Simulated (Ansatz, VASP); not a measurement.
## Two plane-wave programs on Al12H

INCAR

```
PREC = Accurate
ENCUT = 520
EDIFF = 1E-6
ISMEAR = 0
SIGMA = 0.1
LREAL = False
LASPH = True
NELM = 150
ALGO = Normal
ISIF = 2
LWAVE = False
LCHARG = False
ISPIN = 2
MAGMOM = 0 0 0 0 0 0 0 0 0 0 0 0 1
LORBIT = 11
LDIPOL = True
IDIPOL = 3
DIPOL = 0.5 0.5 0.309
GGA = PE
NBANDS = 34
```

The input KPOINTS:

```
regular mesh
0
Gamma
  6 6 1
```

POSCAR

```
Al12H
1.0
    5.7135165838      0.0000000000      0.0000000000
   -2.8567582919      4.9480505065      0.0000000000
    0.0000000000      0.0000000000     21.6013781936
Al H
12 1
Direct
    0.3333333333      0.1666666667      0.1851733702
    0.3333333333      0.6666666667      0.1851733702
    0.8333333333      0.1666666667      0.1851733702
    0.8333333333      0.6666666667      0.1851733702
    0.1666666667      0.3333333333      0.2916813828
    0.1666666667      0.8333333333      0.2916813828
    0.6666666667      0.3333333333      0.2916813828
    0.6666666667      0.8333333333      0.2916813828
    0.0000000000      0.0000000000      0.3981865470
    0.0000000000      0.5000000000      0.3981865470
    0.5000000000      0.0000000000      0.3981865470
    0.5000000000      0.5000000000      0.3981865470
    0.1666666667     -0.1666666667      0.5171604373
```

Input for Ansatz:

```yaml
crystal:
  lattice:
    - [5.7135165838, 0.0, 0.0]
    - [-2.8567582919, 4.9480505065, 0.0]
    - [0.0, 0.0, 21.6013781936]
  atoms:
    - { symbol: Al, position: [0.3333333333, 0.1666666667, 0.1851733702] }
    - { symbol: Al, position: [0.3333333333, 0.6666666667, 0.1851733702] }
    - { symbol: Al, position: [0.8333333333, 0.1666666667, 0.1851733702] }
    - { symbol: Al, position: [0.8333333333, 0.6666666667, 0.1851733702] }
    - { symbol: Al, position: [0.1666666667, 0.3333333333, 0.2916813828] }
    - { symbol: Al, position: [0.1666666667, 0.8333333333, 0.2916813828] }
    - { symbol: Al, position: [0.6666666667, 0.3333333333, 0.2916813828] }
    - { symbol: Al, position: [0.6666666667, 0.8333333333, 0.2916813828] }
    - { symbol: Al, position: [0.0, 0.0, 0.398186547] }
    - { symbol: Al, position: [0.0, 0.5, 0.398186547] }
    - { symbol: Al, position: [0.5, 0.0, 0.398186547] }
    - { symbol: Al, position: [0.5, 0.5, 0.398186547] }
    - { symbol: H, position: [0.1666666667, -0.1666666667, 0.5171604373], spin: 1.0 }
basis:
  ecutwfc: 420
kpoints:
  mp_grid: { grid: [6, 6, 1] }
hamiltonian:
  xc: pbe
  pseudopotentials: { kind: paw, azcp: { folder: soft_1 } }
scf:
  occupations: { method: gaussian, width: 0.1 }
output:
  forces: true
  eigenvalues: true
  populations: true
magnetization:
  spin_polarized: true
efield:
  axis: 3
  dipole_correction: true
  ramp_width: 0.04
```

Alike in both runs: task single point; functional PBE; k mesh 6 × 6 × 1; occupations gaussian, width 0.1 eV; collinear spin.

|  | VASP | Ansatz |
| --- | --- | --- |
| version | VASP 6.6.1 | Ansatz 0.2.0 |
| potentials or method | VASP PAW PBE potentials, release 64 (Al, H), cutoff 520 eV | scalar-relativistic, plane waves, PAW |
| valence electrons in the cell | 37 | 37 |

Ansatz gave:

```
gap on the k mesh at the Fermi level (eV)                     : none
rms of the force components (eV/Å)                            : 0.162
net moment per atom (μB)                                      : 0.04
size of the moment on the site where the two differ most (μB) : 0.51
```

**Question.** Estimate VASP's values.

**Answer.** gap on the k mesh at the Fermi level (eV): none; rms of the force components (eV/Å): 0.161; net moment per atom (μB): 0.04; size of the moment on the site where the two differ most (μB): 0.23.

Site moments also hang on the region over which each program counts them. Atom by atom the forces differ by 0.000 eV/Å (rms over components). A gap of «none» marks a metal or a gap that the smearing closes. The functional is the same, so the differences come from potentials, cutoffs and numerics.
